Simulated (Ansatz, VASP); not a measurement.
## Cu in VASP and in Ansatz

Contents of INCAR:

```
PREC = Accurate
ENCUT = 520
EDIFF = 1E-6
ISMEAR = -1
SIGMA = 0.05
LREAL = False
LASPH = True
NELM = 80
ALGO = Normal
ISIF = 2
LWAVE = False
LCHARG = True
LELF = True
LVHAR = True
NBANDS = 18
```

Contents of KPOINTS:

```
Automatic mesh
0
Gamma
  13 13 7
```

Contents of POSCAR:

```
Cu
1.0
    2.5730649657      0.0000000000      0.0000000000
   -1.2865324828      2.2283396258      0.0000000000
    0.0000000000      0.0000000000      4.1683652444
Cu
2
Direct
    0.3666666667      0.6833333333      0.2750000000
    0.6333333333      0.3166666667      0.7250000000
```

Input for Ansatz:

```yaml
crystal:
  lattice:
    - [2.5730649657, 0.0, 0.0]
    - [-1.2865324828, 2.2283396258, 0.0]
    - [0.0, 0.0, 4.1683652444]
  atoms:
    - { symbol: Cu, position: [0.3666666667, 0.6833333333, 0.275] }
    - { symbol: Cu, position: [0.6333333333, 0.3166666667, 0.725] }
kpoints:
  mp_grid: { grid: [13, 13, 7] }
scf:
  occupations: { method: fermi_dirac, width: 0.05 }
hamiltonian:
  xc: lda
  pseudopotentials: { kind: paw }
output:
  forces: true
  stress: true
  eigenvalues: true
  populations: true
```

Change from the starting cell: shortest bond scaled by 1.1, PAW files.

Alike in both runs: task single point; functional LDA; k mesh 13 × 13 × 7; occupations fermi-dirac, width 0.05 eV; no spin polarisation.

```csv
,VASP,Ansatz
version,VASP 6.6.1,Ansatz 0.2.0
potentials or method,"VASP PAW LDA potentials, release 64 (Cu)","PAW with Ansatz's default frozen-core files, scalar-relativistic"
plane-wave cutoff (eV),520,420
valence electrons in the cell,22,38
```

```tsv
	VASP	Ansatz	Ansatz less VASP
pressure (GPa)	-8.3	-9.5	-1.17
traceless stress, the component that is largest in VASP (GPa)	5.25	5.28	+0.028
rms of the force components (eV/Å)	0.789	0.785	-0.0045
```

LDA's correlation is that of Perdew and Zunger in VASP and of Perdew and Wang (1992) in Ansatz. Atom by atom the forces differ by 0.005 eV/Å (rms over components). VASP's potentials hold 22 valence electrons a cell and Ansatz's 38, so a difference there can come from the potentials and not from the codes.
